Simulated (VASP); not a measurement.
# V (Pm-3m) in VASP: further runs

Runs on V. Level: r2SCAN. Tasks: single point, relaxation of cell and atoms.

Everything below comes from runs of VASP 6.6.1. Logs are shortened: lines on timing, memory, paths and dates and some standing lists are left out, and cuts for length are marked.

**1. The cell of the first run**

Symmetry: Pm-3m, No. 221, cubic system. The conventional cell has a = 2.425 Å, b = 2.425 Å, c = 2.425 Å, α = 90.00°, β = 90.00°, γ = 90.00°. Within 3.2 Å of V (site symmetry m-3m) lie 6 V at 2.42 Å.

**2. Single point, r2SCAN, collinear spin, ferromagnetic start**

The input, POSCAR:

```
V
1.0
    2.4248810340      0.0000000000      0.0000000000
    0.0000000000      2.4248810340      0.0000000000
    0.0000000000      0.0000000000      2.4248810340
V
1
Direct
    0.0000000000      0.0000000000      0.0000000000
```

The input, INCAR.step1:

```
SYSTEM = V
ALGO = Normal ; EDIFF = 1E-4
ENCUT = 520 ; GGA = PE
ISMEAR = -1 ; ISPIN = 2
LASPH = .True. ; LCHARG = .False.
LMAXMIX = 4 ; LREAL = .False.
LWAVE = .True. ; MAGMOM = 1
NBANDS = 16 ; NELM = 150
PREC = Accurate ; SIGMA = 0.05
```

The input, INCAR.step2:

```
SYSTEM = V
ALGO = Normal ; EDIFF = 1E-6
ENCUT = 520 ; ISIF = 2
ISMEAR = -1 ; ISPIN = 2
ISTART = 1 ; LASPH = .True.
LCHARG = .False. ; LMAXMIX = 4
LMIXTAU = .True. ; LORBIT = 11
LREAL = .False. ; LWAVE = .False.
MAGMOM = 1 ; METAGGA = R2SCAN
NBANDS = 16 ; NELM = 150
PREC = Accurate ; SIGMA = 0.05
```

The input, KPOINTS:

```
k-points
0
Gamma
  21 21 21
  0 0 0
```

Potentials or basis: VASP PAW PBE potentials, release 64 (V_sv).

Command:

```console
$ cat potpaw_PBE.64/V_sv/POTCAR > POTCAR
$ cp INCAR.step1 INCAR
$ mpirun -np 1 vasp_std > vasp.out
$ cp INCAR.step2 INCAR
$ mpirun -np 1 vasp_std > vasp.out
```

OUTCAR:

```text
SYSTEM = V
   EDIFF = 1E-6
   ENCUT = 520
   ISIF = 2
   ISMEAR = -1
   ISPIN = 2
   ISTART = 1
   LASPH = .True.
   LORBIT = 11
   LREAL = .False.
   METAGGA = R2SCAN
   NELM = 150
   PREC = Accurate

 ion  position               nearest neighbor table
   1  0.000  0.000  0.000-

  LATTYP: Found a simple cubic cell.
 ALAT       =     2.4248810340

  Lattice vectors:

 A1 = (   2.4248810340,   0.0000000000,   0.0000000000)
 A2 = (   0.0000000000,   2.4248810340,   0.0000000000)
 A3 = (   0.0000000000,   0.0000000000,   2.4248810340)

Analysis of symmetry for initial positions (statically):
=====================================================================
 Subroutine PRICEL returns:
 Original cell was already a primitive cell.

 Routine SETGRP: Setting up the symmetry group for a
 simple cubic supercell.

 Subroutine GETGRP returns: Found 48 space group operations
 (whereof 48 operations were pure point group operations)
 out of a pool of 48 trial point group operations.

The static configuration has the point symmetry O_h .

Analysis of symmetry for dynamics (positions and initial velocities):
=====================================================================
 Subroutine PRICEL returns:
 Original cell was already a primitive cell.

 Routine SETGRP: Setting up the symmetry group for a
 simple cubic supercell.

 Subroutine GETGRP returns: Found 48 space group operations
 (whereof 48 operations were pure point group operations)
 out of a pool of 48 trial point group operations.

The dynamic configuration has the point symmetry O_h .

Analysis of structural, dynamic, and magnetic symmetry:
=====================================================================
 Subroutine PRICEL returns:
 Original cell was already a primitive cell.

 Routine SETGRP: Setting up the symmetry group for a
 simple cubic supercell.

 Subroutine GETGRP returns: Found 48 space group operations
 (whereof 48 operations were pure point group operations)
 out of a pool of 48 trial point group operations.

The overall configuration has the point symmetry O_h .

 Subroutine INISYM returns: Found 48 space group operations
 (whereof 48 operations are pure point group operations),
 and found     1 'primitive' translations

----------------------------------------------------------------------------------------

                                     Primitive cell

  volume of cell :      14.2584

  direct lattice vectors                    reciprocal lattice vectors
     2.424881034  0.000000000  0.000000000     0.412391365  0.000000000  0.000000000
     0.000000000  2.424881034  0.000000000     0.000000000  0.412391365  0.000000000
     0.000000000  0.000000000  2.424881034     0.000000000  0.000000000  0.412391365

  length of vectors
     2.424881034  2.424881034  2.424881034     0.412391365  0.412391365  0.412391365

  position of ions in fractional coordinates (direct lattice)
     0.000000000  0.000000000  0.000000000

  ion indices of the primitive-cell ions
   primitive index   ion index
                 1           1

----------------------------------------------------------------------------------------

 KPOINTS: k-points

Automatic generation of k-mesh.
 Grid dimensions read from file:
 generate k-points for:   21   21   21

 Generating k-lattice:

  Cartesian coordinates                     Fractional coordinates (reciprocal lattice)
     0.019637684  0.000000000  0.000000000     0.047619048  0.000000000  0.000000000
     0.000000000  0.019637684  0.000000000     0.000000000  0.047619048  0.000000000
     0.000000000  0.000000000  0.019637684     0.000000000  0.000000000  0.047619048

  Length of vectors
     0.019637684  0.019637684  0.019637684

  Shift w.r.t. Gamma in fractional coordinates (k-lattice)
     0.000000000  0.000000000  0.000000000

 Subroutine IBZKPT returns following result:
 ===========================================

 Found    286 irreducible k-points:

 Following reciprocal coordinates:
            Coordinates               Weight
  0.000000  0.000000  0.000000      1.000000
  0.047619  0.000000  0.000000      6.000000
  0.095238  0.000000  0.000000      6.000000
  0.142857  0.000000  0.000000      6.000000
  0.190476  0.000000  0.000000      6.000000
  0.238095  0.000000  0.000000      6.000000
[... 16 lines left out ...]
  0.142857  0.095238  0.000000     24.000000
  0.190476  0.095238  0.000000     24.000000
 [... further k-points ...]
   k-points           NKPTS =    286   k-points in BZ     NKDIM =    286   number of bands    NBANDS=     16
   number of dos      NEDOS =    301   number of ions     NIONS =      1
   total plane-waves  NPLWV =   5832
   dimension x,y,z NGX =    18 NGY =   18 NGZ =   18
   dimension x,y,z NGXF=    36 NGYF=   36 NGZF=   36
   ions per type =               1
   NGX,Y,Z   is equivalent  to a cutoff of  12.34, 12.34, 12.34 a.u.
   NGXF,Y,Z  is equivalent  to a cutoff of  24.68, 24.68, 24.68 a.u.
 SYSTEM =  V
   PREC   = accura    normal or accurate (medium, high low for compatibility)
   ISTART =      1    job   : 0-new  1-cont  2-samecut
   ICHARG =      0    charge: 1-file 2-atom 10-const
   ISPIN  =      2    spin polarized calculation?
   LNONCOLLINEAR =      F non collinear calculations
   LSORBIT =      F    spin-orbit coupling
   LASPH  =      T    aspherical Exc in radial PAW
   ENCUT  =  520.0 eV  38.22 Ry    6.18 a.u.   4.51  4.51  4.51*2*pi/ulx,y,z
   NELM   =    150;   NELMIN=  2; NELMDL=  0     # of ELM steps
   EDIFF  = 0.1E-05   stopping-criterion for ELM
   LREAL  =      F    real-space projection
   EDIFFG = 0.1E-04   stopping-criterion for IOM
   NSW    =      0    number of steps for IOM
   IBRION =     -1    ionic relax: 0-MD 1-quasi-New 2-CG
   NFREE  =      0    steps in history (QN), initial steepest desc. (CG)
   ISIF   =      2    stress and relaxation
   ISYM   =      2    0-nonsym 1-usesym 2-fastsym
   POTIM  = 0.5000    time-step for ionic-motion
   TEBEG  =    0.0;   TEEND  =   0.0 temperature during run
   PSTRESS=    0.0 pullay stress
   NELECT =      13.0000    total number of electrons
   NUPDOWN=      -1.0000    fix difference up-down
   EMIN   =  10.00;   EMAX   =-10.00  energy-range for DOS
   EFERMI =   0.00;   METHOD = LEGACY
   ISMEAR =    -1;   SIGMA  =   0.05  broadening in eV -4-tet -1-fermi 0-gaus
   EFERMI_NEDOS =   21; number of points for ismear=-14 and -15
   IALGO  =     38    algorithm
   IMIX   =      4    mixing-type and parameters
     AMIX     =   0.40;   BMIX     =  1.00
     AMIX_MAG =   1.60;   BMIX_MAG =  1.00
  volume/ion in A,a.u.               =      14.26        96.22
  Fermi-wavevector in a.u.,A,eV,Ry     =   1.587446  2.999837 34.286456  2.519983
  Thomas-Fermi vector in A             =   2.686602
   LORBIT       =     11    0 simple, 1 ext, 2 COOP (PROOUT), +10 PAW based schemes
   METAGGA = R2SCAN    functional components
   LHFCALC =     F    Hartree Fock is set to
   AEXX    =    0.0000 exact exchange contribution
   IVDW    =     0    specifies the selected vdW correction
   LEPSILON=     F    determine dielectric tensor
   LRPA    =     F    only Hartree local field effects (RPA)
 spin polarized calculation
  energy-cutoff  :      520.00
  volume of cell :       14.26
 maximum number of plane-waves:       397
 NGX is ok and might be reduce to    18
   NGX =  9   NGY =  9   NGZ =  9

 number of electron      12.9999976 magnetization      -0.0000370

 number of electron      12.9999976 magnetization       0.0000201

 Free energy of the ion-electron system (eV)
  ---------------------------------------------------
  ext. energy  EPLUGINS =         0.00000000
  ---------------------------------------------------
  free energy    TOTEN  =       -13.27249184 eV

  energy without entropy =      -13.26456469  energy(sigma->0) =      -13.26852827

 E-fermi :   9.1922     XC(G=0): -13.5664

 val. band max:        9.1669531820   @ k =   0.2857   0.2857   0.2381
 cond. band min:       9.1986966330   @ k =   0.3333   0.2857   0.2857
 fundamental gap:      0.0317434510
 Fermi energy:         9.1921509521

 spin component 1

 k-point     1 :       0.0000    0.0000    0.0000
  band No.  band energies     occupation
      1     -57.2383      1.00000
      2     -29.2895      1.00000
      3     -29.2895      1.00000
      4     -29.2895      1.00000
      5       2.3022      1.00000
      6       6.7400      1.00000
[... 8 lines left out ...]
     15      33.6331      0.00000
     16      37.1533      0.00000

 k-point     2 :       0.0476    0.0000    0.0000
  band No.  band energies     occupation
      1     -57.2341      1.00000
      2     -29.3175      1.00000
      3     -29.2872      1.00000
      4     -29.2872      1.00000
      5       2.3752      1.00000
      6       6.7571      1.00000
[... 8 lines left out ...]
     15      34.0824      0.00000
     16      37.5145      0.00000
[... 387 lines left out ...]
      5       3.2100      1.00000
      6       7.0493      1.00000
[... 8 lines left out ...]
     15      36.6462      0.00000
     16      40.8596      0.00000

 k-point    24 :       0.1905    0.0952    0.0000
  band No.  band energies     occupation
      1     -57.1618      1.00000
      2     -29.6717      1.00000
      3     -29.3623      1.00000
      4     -29.2472      1.00000
      5       3.6551      1.00000
      6       7.1591      1.00000
[... 8 lines left out ...]
     15      36.9956      0.00000
     16      41.7414      0.00000

 [... further k-points ...]

 spin component 2

 k-point     1 :       0.0000    0.0000    0.0000
  band No.  band energies     occupation
      1     -57.2383      1.00000
      2     -29.2895      1.00000
      3     -29.2895      1.00000
      4     -29.2895      1.00000
      5       2.3022      1.00000
      6       6.7400      1.00000
[... 8 lines left out ...]
     15      33.6331      0.00000
     16      37.1532      0.00000

 k-point     2 :       0.0476    0.0000    0.0000
  band No.  band energies     occupation
      1     -57.2341      1.00000
      2     -29.3175      1.00000
      3     -29.2872      1.00000
      4     -29.2872      1.00000
      5       2.3752      1.00000
      6       6.7572      1.00000
[... 8 lines left out ...]
     15      34.0825      0.00000
     16      37.5145      0.00000
[... 387 lines left out ...]
      5       3.2100      1.00000
      6       7.0493      1.00000
[... 8 lines left out ...]
     15      36.6462      0.00000
     16      40.8596      0.00000

 k-point    24 :       0.1905    0.0952    0.0000
  band No.  band energies     occupation
      1     -57.1617      1.00000
      2     -29.6717      1.00000
      3     -29.3623      1.00000
      4     -29.2471      1.00000
      5       3.6551      1.00000
      6       7.1592      1.00000
[... 8 lines left out ...]
     15      36.9956      0.00000
     16      41.7414      0.00000

 [... further k-points ...]
[... 5 lines left out ...]
  --------------------------------------------------------------------------------------
  -------------------------------------------------------------------------------------
  Total        0.1652506      0.1652506      0.1652506      0.0000000      0.0000000     -0.0000000
  in kB       18.5687342     18.5687342     18.5687342      0.0000000      0.0000000     -0.0000000
  external PRESSURE =      18.5687342 kB  Pullay stress =       0.0000000 kB

 VOLUME and BASIS-vectors are now :
 -----------------------------------------------------------------------------
  energy-cutoff  :      520.00
  volume of cell :       14.26
      direct lattice vectors                 reciprocal lattice vectors
     2.424881034  0.000000000  0.000000000     0.412391365  0.000000000  0.000000000
     0.000000000  2.424881034  0.000000000     0.000000000  0.412391365  0.000000000
     0.000000000  0.000000000  2.424881034     0.000000000  0.000000000  0.412391365

 POSITION                                       TOTAL-FORCE (eV/Angst)
 -----------------------------------------------------------------------------------
      0.00000      0.00000      0.00000         0.000000      0.000000      0.000000
 -----------------------------------------------------------------------------------
    total drift:                                0.000000      0.000000      0.000000

  FREE ENERGIE OF THE ION-ELECTRON SYSTEM (eV)
  ---------------------------------------------------
  free  energy   TOTEN  =       -13.2724918448 eV

  energy  without entropy=      -13.2645646855  energy(sigma->0) =      -13.26852827

 total charge

# of ion       s       p       d       tot
------------------------------------------
    1        2.353   6.179   3.226  11.758

 magnetization (x)

# of ion       s       p       d       tot
------------------------------------------
    1        0.000   0.000   0.000   0.000
```

Wall time 3.8 min (1 thread of Intel Xeon 6975P-C, shared host); peak memory 0.21 GiB.

What came out:

| Property | Result |
| --- | --- |
| Free energy | -13.2725 eV |
| Pressure | 1.9 GPa |
| Net moment | 0.00 μB per cell |
| Valence electrons inside the program's atomic spheres | V 11.76 |

Caveat: the PAW data sets were made with another functional, which shifts forces and pressure a little.

**3. Relaxation of cell and atoms, r2SCAN, collinear spin, ferromagnetic start**

This run uses another cell than the first one, of 14.93 Å³/atom, 1.047 times its volume.

The input, POSCAR:

```
V
1.0
    2.4625196618      0.0000000000      0.0000000000
    0.0000000000      2.4625196618      0.0000000000
    0.0000000000      0.0000000000      2.4625196618
V
1
Direct
    0.0000000000      0.0000000000      0.0000000000
```

The input, INCAR.step1:

```
SYSTEM = V
ALGO = Normal
EDIFF = 1E-4
ENCUT = 600
GGA = PE
ISMEAR = -1
ISPIN = 2
LASPH = .True.
LCHARG = .False.
LMAXMIX = 4
LREAL = .False.
LWAVE = .True.
MAGMOM = 1
NELM = 150
PREC = Accurate
SIGMA = 0.05
```

The input, INCAR.step2:

```
SYSTEM = V
ALGO = Normal
EDIFF = 1E-6
EDIFFG = -0.01
ENCUT = 600
IBRION = 2
ISIF = 3
ISMEAR = -1
ISPIN = 2
ISTART = 1
LASPH = .True.
LCHARG = .False.
LMAXMIX = 4
LMIXTAU = .True.
LORBIT = 11
LREAL = .False.
LWAVE = .False.
MAGMOM = 1
METAGGA = R2SCAN
NELM = 150
NSW = 80
PREC = Accurate
SIGMA = 0.05
```

The input, KPOINTS:

```
k-points
0
Gamma
  13 13 13
  0 0 0
```

Potentials or basis: VASP PAW PBE potentials, release 64 (V_sv).

Command:

```console
$ cat potpaw_PBE.64/V_sv/POTCAR > POTCAR
$ cp INCAR.step1 INCAR
$ mpirun -np 1 vasp_std > vasp.out
$ cp INCAR.step2 INCAR
$ mpirun -np 1 vasp_std > vasp.out
```

Wall time 2.2 min (1 thread of Intel Xeon 6975P-C, shared host); peak memory 0.17 GiB.

It converged, with:

```yaml
Free_energy: -13.2669 eV
Relaxed_volume: 14.34 Å³/atom
Relaxed_cell: a = 2.429 Å, b = 2.429 Å, c = 2.429 Å, α = 90.00°, β = 90.00°, γ = 90.00°
Space_group_after_relaxing_to_0.05_Å: Pm-3m (No. 221)
Energy_gained_by_relaxing: 10.6 meV/atom
Ionic_steps: 3
Pressure_after_relaxing: 0.0 GPa
Net_moment: 0.00 μB per cell
Valence_electrons_inside_the_program's_atomic_spheres: V 11.75
```

The path:
```tsv
step	energy change (eV)	largest force (eV/Å)	pressure (GPa)	volume (Å³)
1	0.0000	0.0000	-5.49	14.93
2	-0.0029	0.0000	5.34	13.85
3	-0.0106	0.0000	-0.02	14.34
```

Final structure:
```
V
1.0
     2.42927    0.00000    0.00000
     0.00000    2.42927    0.00000
     0.00000    0.00000    2.42927
V
1
Cartesian
  0.0000 0.0000 0.0000
```

Levels at points of the mesh, in eV from the Fermi level:
Spin up:
```csv
k point,band 4,band 5,band 6,band 7,band 8,band 9,band 10,band 11
"(0.00, 0.00, 0.00)",-38.57,-6.94,-2.49,-2.49,3.87,3.87,3.87,19.51
```
Spin down:
```
           k point  band 5  band 6  band 7  band 8  band 9  band 10
(0.00, 0.00, 0.00)   -6.94   -2.49   -2.49    3.87    3.87     3.87
```

Caveat: the PAW data sets were made with another functional, which shifts forces and pressure a little.
